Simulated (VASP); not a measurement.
# MgO (qe600) (Fm-3m) in VASP: vibrations by perturbation theory with LDA

Aim: the vibrations by perturbation theory of MgO (qe600) with LDA.

Everything below comes from runs of VASP 6.6.1. Logs are shortened: lines on timing, memory, paths and dates and some standing lists are left out, and cuts for length are marked.

### 1 The cell of the first run

It takes space group Fm-3m (No. 225, cubic). The conventional cell has a = 4.161 Å, b = 4.161 Å, c = 4.161 Å, α = 90.00°, β = 90.00°, γ = 90.00°. Within 2.8 Å of Mg (site symmetry m-3m) lie 6 O at 2.08 Å. O (site symmetry m-3m) has 6 Mg at 2.08 Å within 2.8 Å.

### 2 Vibrations by perturbation theory, LDA

INCAR reads:

```
SYSTEM = MgO
PREC = Accurate ; ENCUT = 600
EDIFF = 1E-8 ; ISMEAR = 0
SIGMA = 0.01 ; LREAL = .FALSE.
LASPH = .TRUE. ; NELM = 120
ALGO = Normal ; ISIF = 2
LWAVE = .FALSE. ; LCHARG = .FALSE.
NBANDS = 11 ; IBRION = 8
NSW = 1 ; GGA_COMPAT = .FALSE.
```

KPOINTS reads:

```
Automatic mesh
0
G
  8 8 8
  0 0 0
```

POSCAR reads:

```
MgO
1.0
    0.0000000000      2.0804427652      2.0804427652
    2.0804427652      0.0000000000      2.0804427652
    2.0804427652      2.0804427652      0.0000000000
Mg O
1 1
Direct
    0.0000000000      0.0000000000      0.0000000000
    0.5000000000      0.5000000000      0.5000000000
```

Potentials or basis: VASP PAW LDA potentials, release 64 (Mg, O).

On the command line:

```
$ cat potpaw_LDA.64/Mg/POTCAR potpaw_LDA.64/O/POTCAR > POTCAR
$ mpirun -np 1 vasp_std > vasp.out
```

OUTCAR:

```text
SYSTEM = MgO
   PREC = Accurate
   ENCUT = 600
   EDIFF = 1E-8
   ISMEAR = 0
   LREAL = .FALSE.
   LASPH = .TRUE.
   NELM = 120
   ISIF = 2
   IBRION = 8
   NSW = 1

 ion  position               nearest neighbor table
   1  0.000  0.000  0.000-   2 2.08   2 2.08   2 2.08   2 2.08   2 2.08   2 2.08
   2  0.500  0.500  0.500-   1 2.08   1 2.08   1 2.08   1 2.08   1 2.08   1 2.08

  LATTYP: Found a face centered cubic cell.
 ALAT       =     4.1608855304

  Lattice vectors:

 A1 = (   0.0000000000,   2.0804427652,   2.0804427652)
 A2 = (   2.0804427652,   0.0000000000,   2.0804427652)
 A3 = (   2.0804427652,   2.0804427652,   0.0000000000)

Analysis of symmetry for initial positions (statically):
=====================================================================
 Subroutine PRICEL returns:
 Original cell was already a primitive cell.

 Routine SETGRP: Setting up the symmetry group for a
 face centered cubic supercell.

 Subroutine GETGRP returns: Found 48 space group operations
 (whereof 48 operations were pure point group operations)
 out of a pool of 48 trial point group operations.

The static configuration has the point symmetry O_h .

Analysis of symmetry for dynamics (positions and initial velocities):
=====================================================================
 Subroutine PRICEL returns:
 Original cell was already a primitive cell.

 Routine SETGRP: Setting up the symmetry group for a
 face centered cubic supercell.

 Subroutine GETGRP returns: Found 48 space group operations
 (whereof 48 operations were pure point group operations)
 out of a pool of 48 trial point group operations.

The dynamic configuration has the point symmetry O_h .

 Subroutine INISYM returns: Found 48 space group operations
 (whereof 48 operations are pure point group operations),
 and found     1 'primitive' translations

----------------------------------------------------------------------------------------

                                     Primitive cell

  volume of cell :      18.0093

  direct lattice vectors                    reciprocal lattice vectors
     0.000000000  2.080442765  2.080442765    -0.240333456  0.240333456  0.240333456
     2.080442765  0.000000000  2.080442765     0.240333456 -0.240333456  0.240333456
     2.080442765  2.080442765  0.000000000     0.240333456  0.240333456 -0.240333456

  length of vectors
     2.942190374  2.942190374  2.942190374     0.416269757  0.416269757  0.416269757

  position of ions in fractional coordinates (direct lattice)
     0.000000000  0.000000000  0.000000000
     0.500000000  0.500000000  0.500000000

  ion indices of the primitive-cell ions
   primitive index   ion index
                 1           1
                 2           2

----------------------------------------------------------------------------------------

 KPOINTS: Automatic mesh

Automatic generation of k-mesh.
 Grid dimensions read from file:
 generate k-points for:    8    8    8

 Generating k-lattice:

  Cartesian coordinates                     Fractional coordinates (reciprocal lattice)
    -0.030041682  0.030041682  0.030041682     0.125000000  0.000000000  0.000000000
     0.030041682 -0.030041682  0.030041682     0.000000000  0.125000000  0.000000000
     0.030041682  0.030041682 -0.030041682     0.000000000  0.000000000  0.125000000

  Length of vectors
     0.052033720  0.052033720  0.052033720

  Shift w.r.t. Gamma in fractional coordinates (k-lattice)
     0.000000000  0.000000000  0.000000000

 Subroutine IBZKPT returns following result:
 ===========================================

 Found     29 irreducible k-points:

 Following reciprocal coordinates:
            Coordinates               Weight
  0.000000  0.000000  0.000000      1.000000
  0.125000  0.000000  0.000000      8.000000
  0.250000  0.000000  0.000000      8.000000
  0.375000  0.000000  0.000000      8.000000
  0.500000  0.000000  0.000000      4.000000
  0.125000  0.125000  0.000000      6.000000
[... 16 lines left out ...]
  0.500000  0.250000  0.125000     48.000000
 -0.375000  0.250000  0.125000     24.000000
 [... further k-points ...]
   k-points           NKPTS =     29   k-points in BZ     NKDIM =     29   number of bands    NBANDS=     11
   number of dos      NEDOS =    301   number of ions     NIONS =      2
   total plane-waves  NPLWV =  13824
   dimension x,y,z NGX =    24 NGY =   24 NGZ =   24
   dimension x,y,z NGXF=    48 NGYF=   48 NGZF=   48
   ions per type =               1   1
   NGX,Y,Z   is equivalent  to a cutoff of  13.56, 13.56, 13.56 a.u.
   NGXF,Y,Z  is equivalent  to a cutoff of  27.12, 27.12, 27.12 a.u.
 SYSTEM =  MgO
   PREC   = accura    normal or accurate (medium, high low for compatibility)
   ISTART =      0    job   : 0-new  1-cont  2-samecut
   ICHARG =      2    charge: 1-file 2-atom 10-const
   ISPIN  =      1    spin polarized calculation?
   LNONCOLLINEAR =      F non collinear calculations
   LSORBIT =      F    spin-orbit coupling
   LASPH  =      T    aspherical Exc in radial PAW
   ENCUT  =  600.0 eV  44.10 Ry    6.64 a.u.   5.88  5.88  5.88*2*pi/ulx,y,z
   NELM   =    120;   NELMIN=  2; NELMDL= -5     # of ELM steps
   EDIFF  = 0.1E-07   stopping-criterion for ELM
   LREAL  =      F    real-space projection
   EDIFFG = 0.1E-06   stopping-criterion for IOM
   NSW    =      1    number of steps for IOM
   IBRION =      8    ionic relax: 0-MD 1-quasi-New 2-CG
   NFREE  =      0    steps in history (QN), initial steepest desc. (CG)
   ISIF   =      2    stress and relaxation
   ISYM   =      2    0-nonsym 1-usesym 2-fastsym
   POTIM  = 0.5000    time-step for ionic-motion
   TEBEG  =    0.0;   TEEND  =   0.0 temperature during run
   PSTRESS=    0.0 pullay stress
   NELECT =       8.0000    total number of electrons
   NUPDOWN=      -1.0000    fix difference up-down
   EMIN   =  10.00;   EMAX   =-10.00  energy-range for DOS
   EFERMI =   0.00;   METHOD = LEGACY
   ISMEAR =     0;   SIGMA  =   0.01  broadening in eV -4-tet -1-fermi 0-gaus
   EFERMI_NEDOS =   21; number of points for ismear=-14 and -15
   IALGO  =     38    algorithm
   IMIX   =      4    mixing-type and parameters
     AMIX     =   0.40;   BMIX     =  1.00
     AMIX_MAG =   1.60;   BMIX_MAG =  1.00
  volume/ion in A,a.u.               =       9.00        60.77
  Fermi-wavevector in a.u.,A,eV,Ry     =   1.249124  2.360503 21.229333  1.560312
  Thomas-Fermi vector in A             =   2.383180
   LORBIT       =      0    0 simple, 1 ext, 2 COOP (PROOUT), +10 PAW based schemes
   GGA     = CA    functional components
   LHFCALC =     F    Hartree Fock is set to
   AEXX    =    0.0000 exact exchange contribution
   IVDW    =     0    specifies the selected vdW correction
   LEPSILON=     F    determine dielectric tensor
   LRPA    =     F    only Hartree local field effects (RPA)
 non-spin polarized calculation
 Gauss-broadening in eV      SIGMA  =   0.01
  energy-cutoff  :      600.00
  volume of cell :       18.01
 maximum number of plane-waves:       620
   NGX = 11   NGY = 11   NGZ = 11

--------------------------------------- Ionic step        1  -------------------------------------------

 number of electron       8.0000001 magnetization

 Free energy of the ion-electron system (eV)
  ---------------------------------------------------
  ext. energy  EPLUGINS =         0.00000000
  ---------------------------------------------------
  free energy    TOTEN  =       -13.44794051 eV

  energy without entropy =      -13.44794051  energy(sigma->0) =      -13.44794051

 E-fermi :   3.3430     XC(G=0): -11.7698

 val. band max:        3.1621542293   @ k =   0.0000   0.0000   0.0000
 cond. band min:       8.1860368637   @ k =   0.0000   0.0000   0.0000
 fundamental gap:      5.0238826344
 Fermi energy:         3.3429830000

 k-point     1 :       0.0000    0.0000    0.0000
  band No.  band energies     occupation
      1     -14.0354      2.00000
      2       3.1622      2.00000
      3       3.1622      2.00000
      4       3.1622      2.00000
      5       8.1860      0.00000
      6      18.8889      0.00000
      7      18.8889      0.00000
      8      18.8889      0.00000
      9      23.0105      0.00000
     10      24.6998      0.00000
     11      24.6998      0.00000
[... 309 lines left out ...]
 k-point    24 :      -0.3750    0.2500    0.1250
  band No.  band energies     occupation
      1     -12.4180      2.00000
      2      -1.0585      2.00000
      3       1.1059      2.00000
      4       2.1051      2.00000
      5      12.9216      0.00000
      6      15.5047      0.00000
      7      16.7547      0.00000
      8      20.1978      0.00000
      9      23.8461      0.00000
     10      25.3879      0.00000
     11      29.5364      0.00000

 [... further k-points ...]

------------------------ aborting loop because EDIFF is reached ----------------------------------------

  FORCE on cell =-STRESS in cart. coord.  units (eV):
  Direction    XX          YY          ZZ          XY          YZ          ZX
  --------------------------------------------------------------------------------------
  -------------------------------------------------------------------------------------
  Total       -0.2430983     -0.2430983     -0.2430983     -0.0000000      0.0000000      0.0000000
  in kB      -21.6269423    -21.6269423    -21.6269423     -0.0000000      0.0000000      0.0000000
  external PRESSURE =     -21.6269423 kB  Pullay stress =       0.0000000 kB

 VOLUME and BASIS-vectors are now :
 -----------------------------------------------------------------------------
  energy-cutoff  :      600.00
  volume of cell :       18.01
      direct lattice vectors                 reciprocal lattice vectors
     0.000000000  2.080442765  2.080442765    -0.240333456  0.240333456  0.240333456
     2.080442765  0.000000000  2.080442765     0.240333456 -0.240333456  0.240333456
     2.080442765  2.080442765  0.000000000     0.240333456  0.240333456 -0.240333456

 POSITION                                       TOTAL-FORCE (eV/Angst)
 -----------------------------------------------------------------------------------
      0.00000      0.00000      0.00000         0.000000      0.000000      0.000000
      2.08044      2.08044      2.08044         0.000000      0.000000      0.000000
 -----------------------------------------------------------------------------------
    total drift:                               -0.000000     -0.000000      0.000000

  FREE ENERGIE OF THE ION-ELECTRON SYSTEM (eV)
  ---------------------------------------------------
  free  energy   TOTEN  =       -13.4479405138 eV

  energy  without entropy=      -13.4479405138  energy(sigma->0) =      -13.44794051

[... ionic steps 2 to 3 ...]

--------------------------------------- Ionic step        4  -------------------------------------------

------------------------ aborting loop because EDIFF is reached ----------------------------------------

[... ionic steps 5 to 6 ...]

--------------------------------------- Ionic step        7  -------------------------------------------

 Free energy of the ion-electron system (eV)
  ---------------------------------------------------
  ---------------------------------------------------
  free energy    TOTEN  =        -0.35282188 eV

  energy without entropy =       -0.35282188

------------------------ aborting loop because EDIFF is reached ----------------------------------------

 INTERNAL STRAIN TENSOR  FOR ION    2  DIRECTION 1   (eV/Angst):
 -----------------------------------------------------------------------------
    -0.00559  0.00000  0.00000
     0.00000  0.00714 -0.00000
    -0.00000 -0.00000  0.00714

 INTERNAL STRAIN TENSOR FOR ION    2 for displacements in x,y,z  (eV/Angst):
          X           Y           Z          XY          YZ          ZX
  --------------------------------------------------------------------------------
  x     0.00000     0.00000     0.00000     0.00000     0.00000     0.00000
  y     0.00000     0.00000     0.00000     0.00000     0.00000     0.00000
  z     0.00000     0.00000     0.00000     0.00000     0.00000     0.00000

 SECOND DERIVATIVES (NOT SYMMETRIZED)
 ------------------------------------
               1X          1Y          1Z          2X          2Y          2Z
  1X    -6.060653    0.000000    0.000000    6.060653    0.000000    0.000000
  1Y     0.000000   -6.060653    0.000000    0.000000    6.060653    0.000000
  1Z     0.000000    0.000000   -6.060653    0.000000    0.000000    6.060653
  2X     6.067178    0.000000    0.000000   -6.067178    0.000000    0.000000
  2Y     0.000000    6.067178    0.000000    0.000000   -6.067178    0.000000
  2Z     0.000000    0.000000    6.067178    0.000000    0.000000   -6.067178

 Eigenvectors and eigenvalues of the dynamical matrix
 ----------------------------------------------------

   1 f  =   12.394330 THz    77.875872 2PiTHz  413.430345 cm-1    51.258807 meV
             X         Y         Z           dx          dy          dz
      0.000000  0.000000  0.000000    -0.629844    0.003349    0.000549
      2.080443  2.080443  2.080443     0.776703   -0.004130   -0.000677
[... 21 lines left out ...]
   6 f/i=    0.003262 THz     0.020498 2PiTHz    0.108823 cm-1     0.013492 meV
             X         Y         Z           dx          dy          dz
      0.000000  0.000000  0.000000    -0.028712   -0.121239   -0.766656
      2.080443  2.080443  2.080443    -0.023283   -0.098316   -0.621697

--------------------------------------------------------------------------------------------------------

 ELASTIC MODULI CONTR FROM IONIC RELAXATION (kBar)
 Direction    XX          YY          ZZ          XY          YZ          ZX
 --------------------------------------------------------------------------------
 XX           0.0000      0.0000      0.0000      0.0000      0.0000      0.0000
 YY           0.0000      0.0000      0.0000      0.0000      0.0000      0.0000
 ZZ           0.0000      0.0000      0.0000      0.0000      0.0000      0.0000
 XY           0.0000      0.0000      0.0000      0.0000      0.0000      0.0000
 YZ           0.0000      0.0000      0.0000      0.0000      0.0000      0.0000
 ZX           0.0000      0.0000      0.0000      0.0000      0.0000      0.0000
 --------------------------------------------------------------------------------
```

It took 30 s on 1 thread of AMD EPYC 9R45 (Zen 5), shared host; peak memory 0.14 GiB.

What came out:

- Highest phonon frequency at Γ, LO-TO splitting left out: 413 cm⁻¹

Phonon frequencies in cm⁻¹ (negative: imaginary):
```csv
q point,frequencies
"(0.000, 0.000, 0.000)",0 0 0 413 413 413
```

Caveat: the cell wasn't relaxed at this level first, which shifts response properties.
